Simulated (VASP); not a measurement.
# Si2Mo (I4/mmm) in VASP: single point with PBE

Aim: the single point of Si2Mo with PBE.

Everything below comes from runs of VASP 6.6.1. Logs are shortened: lines on timing, memory, paths and dates and some standing lists are left out, and cuts for length are marked.

## Step 1: The cell of the first run

The structure is tetragonal, space group I4/mmm (No. 139). Conventional cell: a = 3.217 Å, b = 3.217 Å, c = 7.873 Å, α = 90.00°, β = 90.00°, γ = 90.00°. Si (site symmetry 4mm) has 9 Si at 2.60 to 3.22 Å and 5 Mo at 2.62 to 2.64 Å within 3.4 Å. Within 3.5 Å of Mo (site symmetry 4/mmm) lie 10 Si at 2.62 to 2.64 Å and 4 Mo at 3.22 Å.

## Step 2: Single point, PBE

INCAR reads:

```
ALGO     = Normal         # electronic algorithm
EDIFF    = 1E-6           # SCF threshold, eV
ENCUT    = 520            # plane-wave cutoff, eV
GGA      = PE             # functional
ISIF     = 2              # what is computed and relaxed
ISMEAR   = 1              # smearing method
LASPH    = True           # aspherical terms in the spheres
LCHARG   = False          # write CHGCAR
LREAL    = False          # projectors in reciprocal space
LWAVE    = False          # write WAVECAR
NBANDS   = 56             # bands
NELM     = 60             # most SCF steps
PREC     = Accurate       # precision mode
SIGMA    = 0.1            # smearing width, eV
```

KPOINTS reads:

```
k-points
0
Gamma
  7 7 5
```

POSCAR reads:

```
Si2Mo
1.0
    3.2169367621      3.2169367621      0.0000000000
   -3.2169367621      3.2169367621      0.0000000000
    0.0000000000      0.0000000000      7.8733419947
Si Mo
8 4
Direct
    0.0000000000      0.0000000000      0.6649262814
    0.0000000000      0.5000000000      0.1649262814
    0.5000000000      0.0000000000      0.1649262814
    0.5000000000      0.5000000000      0.6649262814
    0.0000000000      0.0000000000      0.3350737186
    0.0000000000      0.5000000000      0.8350737186
    0.5000000000      0.0000000000      0.8350737186
    0.5000000000      0.5000000000      0.3350737186
    0.0000000000      0.0000000000      0.0000000000
    0.0000000000      0.5000000000      0.5000000000
    0.5000000000      0.0000000000      0.5000000000
    0.5000000000      0.5000000000      0.0000000000
```

Potentials or basis: VASP PAW PBE potentials, release 64 (Si, Mo_sv).

Run with:

```bash
> cat potpaw_PBE.64/Si/POTCAR potpaw_PBE.64/Mo_sv/POTCAR > POTCAR
> mpirun -np 1 vasp_std > vasp.out
```

OUTCAR:

```text
EDIFF = 1E-6
   ENCUT = 520
   GGA = PE
   ISIF = 2
   ISMEAR = 1
   LASPH = True
   LREAL = False
   NELM = 60
   PREC = Accurate

 ion  position               nearest neighbor table
   1  0.000  0.000  0.665-   5 2.60  10 2.62  11 2.62  10 2.62  11 2.62   9 2.64   6 2.64   7 2.64
                             7 2.64   6 2.64
   2  0.000  0.500  0.165-   6 2.60   9 2.62  12 2.62   9 2.62  12 2.62  10 2.64   5 2.64   8 2.64
                             8 2.64   5 2.64
   3  0.500  0.000  0.165-   7 2.60   9 2.62  12 2.62  12 2.62   9 2.62  11 2.64   8 2.64   8 2.64
                             5 2.64   5 2.64
   4  0.500  0.500  0.665-   8 2.60  10 2.62  11 2.62  11 2.62  10 2.62  12 2.64   7 2.64   6 2.64
                             6 2.64   7 2.64
   5  0.000  0.000  0.335-   1 2.60  10 2.62  11 2.62  10 2.62  11 2.62   9 2.64   2 2.64   3 2.64
                             3 2.64   2 2.64
   6  0.000  0.500  0.835-   2 2.60   9 2.62  12 2.62   9 2.62  12 2.62  10 2.64   1 2.64   4 2.64
                             4 2.64   1 2.64
   7  0.500  0.000  0.835-   3 2.60   9 2.62  12 2.62  12 2.62   9 2.62  11 2.64   4 2.64   4 2.64
                             1 2.64   1 2.64
   8  0.500  0.500  0.335-   4 2.60  10 2.62  11 2.62  11 2.62  10 2.62  12 2.64   3 2.64   2 2.64
                             2 2.64   3 2.64
   9  0.000  0.000  0.000-   2 2.62   3 2.62   6 2.62   7 2.62   2 2.62   6 2.62   3 2.62   7 2.62
                             1 2.64   5 2.64  12 3.22  12 3.22  12 3.22  12 3.22
  10  0.000  0.500  0.500-   1 2.62   4 2.62   5 2.62   8 2.62   1 2.62   5 2.62   4 2.62   8 2.62
                             6 2.64   2 2.64  11 3.22  11 3.22  11 3.22  11 3.22
  11  0.500  0.000  0.500-   1 2.62   4 2.62   5 2.62   8 2.62   4 2.62   8 2.62   1 2.62   5 2.62
                             7 2.64   3 2.64  10 3.22  10 3.22  10 3.22  10 3.22
  12  0.500  0.500  0.000-   2 2.62   3 2.62   6 2.62   7 2.62   3 2.62   7 2.62   2 2.62   6 2.62
                             4 2.64   8 2.64   9 3.22   9 3.22   9 3.22   9 3.22

  LATTYP: Found a simple tetragonal cell.
 ALAT       =     4.5494355983
 C/A-ratio  =     1.7306195076

  Lattice vectors:

 A1 = (   3.2169367621,   3.2169367621,   0.0000000000)
 A2 = (  -3.2169367621,   3.2169367621,   0.0000000000)
 A3 = (   0.0000000000,   0.0000000000,   7.8733419947)

Analysis of symmetry for initial positions (statically):
=====================================================================
 Subroutine PRICEL returns following result:

  LATTYP: Found a body centered tetragonal cell.
 ALAT       =     3.2169367621
 C/A-ratio  =     2.4474655789

  Lattice vectors:

 A1 = (   1.6084683810,  -1.6084683811,  -3.9366709973)
[... 155 lines left out ...]
   EFERMI_NEDOS =   21; number of points for ismear=-14 and -15
   IALGO  =     38    algorithm
   IMIX   =      4    mixing-type and parameters
     AMIX     =   0.40;   BMIX     =  1.00
     AMIX_MAG =   1.60;   BMIX_MAG =  1.00
  volume/ion in A,a.u.               =      13.58        91.64
  Fermi-wavevector in a.u.,A,eV,Ry     =   1.333146  2.519280 24.181334  1.777278
  Thomas-Fermi vector in A             =   2.462027
   LORBIT       =      0    0 simple, 1 ext, 2 COOP (PROOUT), +10 PAW based schemes
   GGA     = PE    functional components
   LHFCALC =     F    Hartree Fock is set to
   AEXX    =    0.0000 exact exchange contribution
   IVDW    =     0    specifies the selected vdW correction
   LEPSILON=     F    determine dielectric tensor
   LRPA    =     F    only Hartree local field effects (RPA)
 non-spin polarized calculation
 Methfessel and Paxton  Order N= 1 SIGMA  =   0.10
  energy-cutoff  :      520.00
  volume of cell :      162.96
 maximum number of plane-waves:      4409
 NGX is ok and might be reduce to    36
   NGX = 17   NGY = 17   NGZ = 29

 number of electron      88.0000010 magnetization

 Free energy of the ion-electron system (eV)
  ---------------------------------------------------
  ext. energy  EPLUGINS =         0.00000000
  ---------------------------------------------------
  free energy    TOTEN  =       -93.04939673 eV

  energy without entropy =      -93.04887086  energy(sigma->0) =      -93.04922144

 E-fermi :  11.9433     XC(G=0): -12.3686

 val. band max:       11.9147143502   @ k =   0.1429   0.0000   0.4000
 cond. band min:      12.1738529219   @ k =   0.2857   0.1429   0.0000
 fundamental gap:      0.2591385717
 Fermi energy:        11.9432534547

 k-point     1 :       0.0000    0.0000    0.0000
  band No.  band energies     occupation
      1     -48.6598      2.00000
      2     -48.6593      2.00000
      3     -48.6261      2.00000
      4     -48.6261      2.00000
      5     -22.9388      2.00000
      6     -22.9388      2.00000
[... 1405 lines left out ...]
     55      15.8120      0.00000
     56      15.8923      0.00000

 [... further k-points ...]

------------------------ aborting loop because EDIFF is reached ----------------------------------------

  FORCE on cell =-STRESS in cart. coord.  units (eV):
  Direction    XX          YY          ZZ          XY          YZ          ZX
  --------------------------------------------------------------------------------------
  -------------------------------------------------------------------------------------
  Total        0.2070900      0.2070900     -0.0219352      0.0000000      0.0000000     -0.0000000
  in kB        2.0360829      2.0360829     -0.2156645      0.0000000      0.0000000     -0.0000000
  external PRESSURE =       1.2855005 kB  Pullay stress =       0.0000000 kB

 VOLUME and BASIS-vectors are now :
 -----------------------------------------------------------------------------
  energy-cutoff  :      520.00
  volume of cell :      162.96
      direct lattice vectors                 reciprocal lattice vectors
     3.216936762  3.216936762  0.000000000     0.155427364  0.155427364  0.000000000
    -3.216936762  3.216936762  0.000000000    -0.155427364  0.155427364  0.000000000
     0.000000000  0.000000000  7.873341995     0.000000000  0.000000000  0.127010868

 POSITION                                       TOTAL-FORCE (eV/Angst)
 -----------------------------------------------------------------------------------
      0.00000      0.00000      5.23519        -0.000000      0.000000     -0.021296
     -1.60847      1.60847      1.29852        -0.000000     -0.000000     -0.021296
      1.60847      1.60847      1.29852         0.000000      0.000000     -0.021296
      0.00000      3.21694      5.23519        -0.000000      0.000000     -0.021296
      0.00000      0.00000      2.63815         0.000000      0.000000      0.021296
     -1.60847      1.60847      6.57482         0.000000      0.000000      0.021296
      1.60847      1.60847      6.57482        -0.000000     -0.000000      0.021296
      0.00000      3.21694      2.63815        -0.000000      0.000000      0.021296
      0.00000      0.00000      0.00000        -0.000000     -0.000000      0.000000
     -1.60847      1.60847      3.93667         0.000000     -0.000000      0.000000
      1.60847      1.60847      3.93667        -0.000000     -0.000000      0.000000
      0.00000      3.21694      0.00000        -0.000000      0.000000      0.000000
 -----------------------------------------------------------------------------------
    total drift:                               -0.000000      0.000000      0.000000

  FREE ENERGIE OF THE ION-ELECTRON SYSTEM (eV)
  ---------------------------------------------------
  free  energy   TOTEN  =       -93.0493967281 eV

  energy  without entropy=      -93.0488708604  energy(sigma->0) =      -93.04922144
```

Run time: 4.2 min. Hardware: 1 thread of Intel Xeon Platinum 8488C (Sapphire Rapids), shared host; peak memory 0.36 GiB.

Results:

```
Free energy            : -93.0494 eV
Pressure               : 0.1 GPa
Largest force          : 0.021 eV/Å
Band gap on the k mesh : zero (bands 44 and 45 overlap by 0.68 eV)
```

Forces on the atoms (eV/Å):
```
Si   0.000  0.000 -0.021
Si   0.000  0.000 -0.021
Si   0.000  0.000 -0.021
Si   0.000  0.000 -0.021
Si   0.000  0.000  0.021
Si   0.000  0.000  0.021
Si   0.000  0.000  0.021
Si   0.000  0.000  0.021
Mo   0.000  0.000  0.000
Mo   0.000  0.000  0.000
Mo   0.000  0.000  0.000
Mo   0.000  0.000  0.000
```

Stress tensor (GPa, compression positive):
```
 0.20  0.00  0.00
 0.00  0.20  0.00
 0.00  0.00 -0.02
```

The gap in the log of VASP goes by the Fermi energy; the results here count the filled bands.